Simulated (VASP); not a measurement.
# Bi (Fm-3m) in VASP: further runs

The runs below take Bi through single point, with RPBE.

Everything below comes from runs of VASP 6.6.1. Logs are shortened: lines on timing, memory, paths and dates and some standing lists are left out, and cuts for length are marked.

### 1 The cell of the first run

The structure is cubic, space group Fm-3m (No. 225). Conventional cell: a = 5.147 Å, b = 5.147 Å, c = 5.147 Å, α = 90.00°, β = 90.00°, γ = 90.00°. Within 4.8 Å of Bi (site symmetry m-3m) lie 12 Bi at 3.64 Å.

### 2 Single point, RPBE (volume scaled by 1.04)

INCAR

```
SYSTEM = Bi
ALGO = Normal
EDIFF = 1E-7
ENCUT = 520
GGA = RP
ISIF = 2
ISMEAR = -1
LASPH = .True.
LCHARG = .False.
LREAL = .False.
LWAVE = .False.
NBANDS = 14
NELM = 60
PREC = Accurate
SIGMA = 0.1
```

KPOINTS

```
k-points
0
Gamma
  12 12 12
  0 0 0
```

POSCAR

```
Bi
1.0
    0.0000000000      2.5734221438      2.5734221438
    2.5734221438      0.0000000000      2.5734221438
    2.5734221438      2.5734221438      0.0000000000
Bi
1
Direct
    0.0000000000      0.0000000000      0.0000000000
```

Potentials or basis: VASP PAW PBE potentials, release 64 (Bi_d).

Run with:

```
cat potpaw_PBE.64/Bi_d/POTCAR > POTCAR
mpirun -np 1 vasp_std > vasp.out
```

OUTCAR:

```text
SYSTEM = Bi
   EDIFF = 1E-7
   ENCUT = 520
   GGA = RP
   ISIF = 2
   ISMEAR = -1
   LASPH = .True.
   LREAL = .False.
   NELM = 60
   PREC = Accurate

 ion  position               nearest neighbor table
   1  0.000  0.000  0.000-

  LATTYP: Found a face centered cubic cell.
 ALAT       =     5.1468442876

  Lattice vectors:

 A1 = (   0.0000000000,   2.5734221438,   2.5734221438)
 A2 = (   2.5734221438,   0.0000000000,   2.5734221438)
 A3 = (   2.5734221438,   2.5734221438,   0.0000000000)

Analysis of symmetry for initial positions (statically):
=====================================================================
 Subroutine PRICEL returns:
 Original cell was already a primitive cell.

 Routine SETGRP: Setting up the symmetry group for a
 face centered cubic supercell.

 Subroutine GETGRP returns: Found 48 space group operations
 (whereof 48 operations were pure point group operations)
 out of a pool of 48 trial point group operations.

The static configuration has the point symmetry O_h .

Analysis of symmetry for dynamics (positions and initial velocities):
=====================================================================
 Subroutine PRICEL returns:
 Original cell was already a primitive cell.

 Routine SETGRP: Setting up the symmetry group for a
 face centered cubic supercell.

 Subroutine GETGRP returns: Found 48 space group operations
 (whereof 48 operations were pure point group operations)
 out of a pool of 48 trial point group operations.

The dynamic configuration has the point symmetry O_h .

 Subroutine INISYM returns: Found 48 space group operations
 (whereof 48 operations are pure point group operations),
 and found     1 'primitive' translations

----------------------------------------------------------------------------------------

                                     Primitive cell

  volume of cell :      34.0850

  direct lattice vectors                    reciprocal lattice vectors
     0.000000000  2.573422144  2.573422144    -0.194293813  0.194293813  0.194293813
     2.573422144  0.000000000  2.573422144     0.194293813 -0.194293813  0.194293813
     2.573422144  2.573422144  0.000000000     0.194293813  0.194293813 -0.194293813

  length of vectors
     3.639368497  3.639368497  3.639368497     0.336526755  0.336526755  0.336526755

  position of ions in fractional coordinates (direct lattice)
     0.000000000  0.000000000  0.000000000

  ion indices of the primitive-cell ions
   primitive index   ion index
                 1           1

----------------------------------------------------------------------------------------

 KPOINTS: k-points

Automatic generation of k-mesh.
 Grid dimensions read from file:
 generate k-points for:   12   12   12

 Generating k-lattice:

  Cartesian coordinates                     Fractional coordinates (reciprocal lattice)
    -0.016191151  0.016191151  0.016191151     0.083333333  0.000000000  0.000000000
     0.016191151 -0.016191151  0.016191151     0.000000000  0.083333333  0.000000000
     0.016191151  0.016191151 -0.016191151     0.000000000  0.000000000  0.083333333

  Length of vectors
     0.028043896  0.028043896  0.028043896

  Shift w.r.t. Gamma in fractional coordinates (k-lattice)
     0.000000000  0.000000000  0.000000000

 Subroutine IBZKPT returns following result:
 ===========================================

 Found     72 irreducible k-points:

 Following reciprocal coordinates:
            Coordinates               Weight
  0.000000  0.000000  0.000000      1.000000
  0.083333  0.000000  0.000000      8.000000
  0.166667  0.000000  0.000000      8.000000
  0.250000  0.000000  0.000000      8.000000
  0.333333  0.000000  0.000000      8.000000
  0.416667  0.000000  0.000000      8.000000
[... 16 lines left out ...]
  0.500000  0.166667  0.000000     24.000000
 -0.416667  0.166667  0.000000     24.000000
 [... further k-points ...]
   k-points           NKPTS =     72   k-points in BZ     NKDIM =     72   number of bands    NBANDS=     14
   number of dos      NEDOS =    301   number of ions     NIONS =      1
   total plane-waves  NPLWV =  21952
   dimension x,y,z NGX =    28 NGY =   28 NGZ =   28
   dimension x,y,z NGXF=    56 NGYF=   56 NGZF=   56
   ions per type =               1
   NGX,Y,Z   is equivalent  to a cutoff of  12.79, 12.79, 12.79 a.u.
   NGXF,Y,Z  is equivalent  to a cutoff of  25.58, 25.58, 25.58 a.u.
 SYSTEM =  Bi
   PREC   = accura    normal or accurate (medium, high low for compatibility)
   ISTART =      0    job   : 0-new  1-cont  2-samecut
   ICHARG =      2    charge: 1-file 2-atom 10-const
   ISPIN  =      1    spin polarized calculation?
   LNONCOLLINEAR =      F non collinear calculations
   LSORBIT =      F    spin-orbit coupling
   LASPH  =      T    aspherical Exc in radial PAW
   ENCUT  =  520.0 eV  38.22 Ry    6.18 a.u.   6.77  6.77  6.77*2*pi/ulx,y,z
   NELM   =     60;   NELMIN=  2; NELMDL= -5     # of ELM steps
   EDIFF  = 0.1E-06   stopping-criterion for ELM
   LREAL  =      F    real-space projection
   EDIFFG = 0.1E-05   stopping-criterion for IOM
   NSW    =      0    number of steps for IOM
   IBRION =     -1    ionic relax: 0-MD 1-quasi-New 2-CG
   NFREE  =      0    steps in history (QN), initial steepest desc. (CG)
   ISIF   =      2    stress and relaxation
   ISYM   =      2    0-nonsym 1-usesym 2-fastsym
   POTIM  = 0.5000    time-step for ionic-motion
   TEBEG  =    0.0;   TEEND  =   0.0 temperature during run
   PSTRESS=    0.0 pullay stress
   NELECT =      15.0000    total number of electrons
   NUPDOWN=      -1.0000    fix difference up-down
   EMIN   =  10.00;   EMAX   =-10.00  energy-range for DOS
   EFERMI =   0.00;   METHOD = LEGACY
   ISMEAR =    -1;   SIGMA  =   0.10  broadening in eV -4-tet -1-fermi 0-gaus
   EFERMI_NEDOS =   21; number of points for ismear=-14 and -15
   IALGO  =     38    algorithm
   IMIX   =      4    mixing-type and parameters
     AMIX     =   0.40;   BMIX     =  1.00
     AMIX_MAG =   1.60;   BMIX_MAG =  1.00
  volume/ion in A,a.u.               =      34.08       230.02
  Fermi-wavevector in a.u.,A,eV,Ry     =   1.245234  2.353151 21.097290  1.550607
  Thomas-Fermi vector in A             =   2.379465
   LORBIT       =      0    0 simple, 1 ext, 2 COOP (PROOUT), +10 PAW based schemes
   GGA     = RP    functional components
   LHFCALC =     F    Hartree Fock is set to
   AEXX    =    0.0000 exact exchange contribution
   IVDW    =     0    specifies the selected vdW correction
   LEPSILON=     F    determine dielectric tensor
   LRPA    =     F    only Hartree local field effects (RPA)
 non-spin polarized calculation
  energy-cutoff  :      520.00
  volume of cell :       34.08
 maximum number of plane-waves:       941
   NGX = 13   NGY = 13   NGZ = 13

 number of electron      15.0000001 magnetization

 Free energy of the ion-electron system (eV)
  ---------------------------------------------------
  ext. energy  EPLUGINS =         0.00000000
  ---------------------------------------------------
  free energy    TOTEN  =        -3.31913968 eV

  energy without entropy =       -3.29341642  energy(sigma->0) =       -3.30627805

 E-fermi :   7.0711     XC(G=0):  -9.7860

 val. band max:        6.9837925378   @ k =  -0.2500   0.4167   0.1667
 cond. band min:       7.1174292770   @ k =   0.2500   0.1667   0.0000
 fundamental gap:      0.1336367392
 Fermi energy:         7.0710654233

 k-point     1 :       0.0000    0.0000    0.0000
  band No.  band energies     occupation
      1     -16.0970      2.00000
      2     -16.0970      2.00000
      3     -16.0970      2.00000
      4     -16.0482      2.00000
      5     -16.0482      2.00000
      6      -5.9835      2.00000
      7      11.4038      0.00000
      8      11.4038      0.00000
      9      11.4038      0.00000
     10      14.8355      0.00000
     11      16.0920      0.00000
     12      17.3607      0.00000
     13      17.3607      0.00000
     14      17.3607      0.00000

 k-point     2 :       0.0833    0.0000    0.0000
  band No.  band energies     occupation
      1     -16.0962      2.00000
      2     -16.0931      2.00000
      3     -16.0931      2.00000
      4     -16.0480      2.00000
      5     -16.0480      2.00000
      6      -5.8772      2.00000
      7      10.1650      0.00000
      8      11.2818      0.00000
      9      11.2818      0.00000
     10      15.1972      0.00000
     11      15.9773      0.00000
     12      17.5819      0.00000
     13      17.5819      0.00000
     14      18.7057      0.00000

 k-point     3 :       0.1667    0.0000    0.0000
  band No.  band energies     occupation
      1     -16.0941      2.00000
      2     -16.0858      2.00000
      3     -16.0858      2.00000
      4     -16.0445      2.00000
      5     -16.0445      2.00000
      6      -5.5639      2.00000
      7       8.0341      0.00013
      8      10.9807      0.00000
      9      10.9807      0.00000
     10      14.5871      0.00000
     11      17.4208      0.00000
     12      17.9066      0.00000
     13      17.9066      0.00000
     14      18.3034      0.00000
[... 324 lines left out ...]
 k-point    23 :       0.5000    0.1667    0.0000
  band No.  band energies     occupation
      1     -16.1016      2.00000
      2     -16.0719      2.00000
      3     -16.0671      2.00000
      4     -16.0160      2.00000
      5     -15.9917      2.00000
      6      -3.4248      2.00000
      7       2.9019      2.00000
      8       7.6886      0.00415
      9       9.1201      0.00000
     10      13.3390      0.00000
     11      16.6969      0.00000
     12      18.0343      0.00000
     13      19.2604      0.00000
     14      19.9590      0.00000

 k-point    24 :      -0.4167    0.1667    0.0000
  band No.  band energies     occupation
      1     -16.0977      2.00000
      2     -16.0705      2.00000
      3     -16.0691      2.00000
      4     -16.0095      2.00000
      5     -15.9995      2.00000
      6      -3.3449      2.00000
      7       2.7626      2.00000
      8       7.3403      0.12680
      9       9.4367      0.00000
     10      13.5710      0.00000
     11      16.4495      0.00000
     12      17.6545      0.00000
     13      20.1822      0.00000
     14      21.1921      0.00000

 [... further k-points ...]
[... 5 lines left out ...]
  --------------------------------------------------------------------------------------
  -------------------------------------------------------------------------------------
  Total       -0.4083100     -0.4083100     -0.4083100      0.0000000      0.0000000     -0.0000000
  in kB      -19.1927607    -19.1927607    -19.1927607      0.0000000      0.0000000     -0.0000000
  external PRESSURE =     -19.1927607 kB  Pullay stress =       0.0000000 kB

 VOLUME and BASIS-vectors are now :
 -----------------------------------------------------------------------------
  energy-cutoff  :      520.00
  volume of cell :       34.08
      direct lattice vectors                 reciprocal lattice vectors
     0.000000000  2.573422144  2.573422144    -0.194293813  0.194293813  0.194293813
     2.573422144  0.000000000  2.573422144     0.194293813 -0.194293813  0.194293813
     2.573422144  2.573422144  0.000000000     0.194293813  0.194293813 -0.194293813

 POSITION                                       TOTAL-FORCE (eV/Angst)
 -----------------------------------------------------------------------------------
      0.00000      0.00000      0.00000        -0.000000     -0.000000     -0.000000
 -----------------------------------------------------------------------------------
    total drift:                               -0.000000     -0.000000     -0.000000

  FREE ENERGIE OF THE ION-ELECTRON SYSTEM (eV)
  ---------------------------------------------------
  free  energy   TOTEN  =        -3.3191396837 eV

  energy  without entropy=       -3.2934164211  energy(sigma->0) =       -3.30627805
```

Wall time 13 s (1 thread of Intel Xeon 6975P-C (Granite Rapids), shared host); peak memory 0.17 GiB.

Results:

```yaml
Free_energy: -3.3191 eV
Pressure: -1.9 GPa
```

Caveat: the PAW data sets were made with another functional, which shifts forces and pressure a little; spin-orbit coupling is left out, which moves the levels of the heavy elements.

### 3 Single point, RPBE (volume scaled by 1.08)

INCAR

```
PREC = Accurate
ENCUT = 520
EDIFF = 1E-7
ISMEAR = -1
SIGMA = 0.1
LREAL = False
LASPH = True
NELM = 60
ALGO = Normal
ISIF = 2
LWAVE = False
LCHARG = True
GGA = RP
LELF = True
LVHAR = True
NBANDS = 14
```

KPOINTS

```
Automatic mesh
0
Gamma
  12 12 12
```

POSCAR

```
Bi
1.0
    0.0000000000      2.6060005661      2.6060005661
    2.6060005661      0.0000000000      2.6060005661
    2.6060005661      2.6060005661      0.0000000000
Bi
1
Direct
    0.0000000000      0.0000000000      0.0000000000
```

Potentials or basis: VASP PAW PBE potentials, release 64 (Bi_d).

Run with:

```
cat potpaw_PBE.64/Bi_d/POTCAR > POTCAR
mpirun -np 1 vasp_std > vasp.out
```

Wall time 17 s (1 thread of Intel Xeon 6975P-C (Granite Rapids), shared host); peak memory 0.17 GiB.

The run converged. Its results:

```
Free energy : -3.2986 eV
Pressure    : -3.2 GPa
```

Levels at points of the mesh, in eV from the Fermi level:
| k point | band 5 | band 6 | band 7 | band 8 | band 9 | band 10 |
| --- | --- | --- | --- | --- | --- | --- |
| (0.00, 0.00, 0.00) | -23.11 | -12.83 | 4.10 | 4.10 | 4.10 | 7.38 |
| (0.50, 0.00, 0.00) | -23.06 | -10.59 | -4.61 | 2.81 | 2.81 | 6.55 |
| (0.50, 0.50, 0.00) | -23.05 | -9.76 | -3.91 | 0.31 | 0.31 | 3.91 |

Caveat: the PAW data sets were made with another functional, which shifts forces and pressure a little; spin-orbit coupling is left out, which moves the levels of the heavy elements.

[end of part 1 of 2]
